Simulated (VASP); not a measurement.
## Si2I: single point with PBE

Crystal: Si2I.

```
Si I
1.0
     5.49583    0.00000    0.00000
     0.00000    7.98258    0.00000
     0.00000    0.00000    3.59928
Si I
4 2
Direct
  0.36896 0.88138 0.50000
  0.86896 0.61862 0.00000
  0.63104 0.11862 0.50000
  0.13104 0.38138 0.00000
  0.50000 0.50000 0.50000
  0.00000 0.00000 0.00000
```

```
Program                : VASP 6.6.1
Task                   : single point
Functional             : PBE
Potentials or basis    : VASP PAW PBE potentials, release 64 (Si, I)
Cutoff                 : 520 eV
k mesh                 : 4 × 4 × 4
Occupations            : gaussian, width 0.1 eV
Spin                   : no spin polarisation
Dipole correction      : no
Further INCAR settings : ALGO = Normal; EDIFF = 1e-07; NBANDS = 24
```

The pressure is 0.0 GPa, the largest force is 0.008 eV/Å and the band gap on the k mesh is zero (band 15 reaches 7.82 eV, above the bottom of band 16 at 4.65 eV).

Forces on the atoms (eV/Å):
```
Si  -0.002  0.008  0.000
Si  -0.002 -0.008  0.000
Si   0.002 -0.008  0.000
Si   0.002  0.008  0.000
I    0.000  0.000  0.000
I    0.000  0.000  0.000
```

Stress tensor (GPa, compression positive):
```
-0.06  0.00  0.00
 0.00  0.18  0.00
 0.00  0.00 -0.01
```

Levels at points of the mesh, in eV from the Fermi level:
```
           k point  band 11  band 12  band 13  band 14  band 15  band 16  band 17  band 18
(0.00, 0.00, 0.00)    -2.15    -1.96    -1.72    -0.50     1.53     1.54     2.22     2.46
(0.50, 0.00, 0.00)    -2.50    -2.50    -0.84    -0.84     0.03     0.03     1.15     1.15
(0.00, 0.50, 0.00)    -2.67    -2.67    -0.81    -0.81     2.08     2.08     2.45     2.45
(0.50, 0.50, 0.00)    -2.49    -2.49    -0.66    -0.66     1.07     1.07     1.08     1.08
(0.00, 0.00, 0.50)    -3.10    -3.10    -2.15    -2.15    -0.56    -0.56     0.04     0.04
(0.50, 0.00, 0.50)    -1.79    -1.79    -1.25    -1.25     0.39     0.39     0.84     0.84
(0.00, 0.50, 0.50)    -3.90    -3.90    -2.26    -2.26    -1.08    -1.08     0.77     0.77
(0.50, 0.50, 0.50)    -3.30    -3.30    -0.90    -0.90    -0.23    -0.23     0.97     0.97
```

Wall time 70 s on 1 thread of Intel(R) Xeon(R) Platinum 8375C CPU @ 2.90GHz (Ice Lake), with other jobs on the host, peak memory 0.27 GiB.

Caveat: the k points lie up to 0.44 Å⁻¹ apart; spin-orbit coupling is left out, which moves the levels of the heavy elements.
